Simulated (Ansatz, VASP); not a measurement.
# GaP: VASP beside Ansatz

```
CELL_PARAMETERS angstrom
0.00000 2.75279 2.75279
2.75279 0.00000 2.75279
2.75279 2.75279 0.00000
ATOMIC_POSITIONS crystal
Ga 0.00000 0.00000 0.00000
P 0.25000 0.25000 0.25000
```

Alike in both runs: functional PBE; k mesh 8 × 8 × 8; occupations fermi-dirac, width 0.02 eV; no spin polarisation.

Ansatz relaxed the structure, and its values are those at the end. VASP's run is a single point on that final structure, the one shown.

|  | VASP | Ansatz |
| --- | --- | --- |
| version | VASP 6.6.1 | Ansatz 0.2.0 |
| potentials or method | VASP PAW PBE potentials, release 64 (Ga_d, P), cutoff 520 eV | PAW plane waves |
| valence electrons in the cell | 18 | 18 |

```tsv
	VASP	Ansatz	Ansatz less VASP
gap on the k mesh at the Fermi level (eV)	1.58	1.58	+0.004
pressure (GPa)	0.0	0.0	+0.09
```

With one functional, cell and mesh, what is left measures potentials, basis and numerics.
